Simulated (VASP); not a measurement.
Set up this calculation in VASP 6.6.1, as the native input.

| Property | Result |
| --- | --- |
| Task | electric field gradients |
| Functional | LDA |
| Potentials or basis | VASP PAW LDA potentials, release 64 (Na_pv, I) |
| Cutoff | 520 eV |
| k mesh | 8 × 8 × 8 |
| Occupations | fermi-dirac, width 0.02 eV |
| Spin | no spin polarisation |
| Dipole correction | no |
| Further INCAR settings | ALGO = Normal; EDIFF = 1e-08; NBANDS = 14 |

The structure of NaI lies in POSCAR:

```
NaI
1.0
    0.0000000000      3.2998749385      3.2998749385
    3.2998749385      0.0000000000      3.2998749385
    3.2998749385      3.2998749385      0.0000000000
Na I
1 1
Direct
    0.0000000000      0.0000000000      0.0000000000
    0.5000000000      0.5000000000      0.5000000000
```

This cell differs from its parent crystal: volume scaled by 1.06.

One way to write it, as run:

INCAR

```
SYSTEM = NaI
PREC = Accurate ; ENCUT = 520
EDIFF = 1E-8 ; ISMEAR = -1
SIGMA = 0.02 ; LREAL = .FALSE.
LASPH = .TRUE. ; NELM = 100
ALGO = Normal ; ISIF = 2
LWAVE = .FALSE. ; LCHARG = .FALSE.
LEFG = .TRUE. ; NBANDS = 14
```

KPOINTS

```
Automatic mesh
0
G
  8 8 8
  0 0 0
```

Potentials or basis: VASP PAW LDA potentials, release 64 (Na_pv, I).

Run with:

```bash
$ cat potpaw_LDA.64/Na_pv/POTCAR potpaw_LDA.64/I/POTCAR > POTCAR
$ mpirun -np 1 vasp_std > vasp.out
```

Results of the run:

| Item | Value |
| --- | --- |
| Pressure | -2.2 GPa |
| Band gap on the k mesh | 3.20 eV, direct |

Caveat: without QUAD_EFG the Cq values of the log hold for a quadrupole moment of 1 mb, not for the nuclei; spin-orbit coupling is left out, which moves the levels of the heavy elements.

Run time: 26 s on 1 thread of Intel(R) Xeon(R) Platinum 8488C (Sapphire Rapids), on a shared host, peak memory 0.18 GiB.
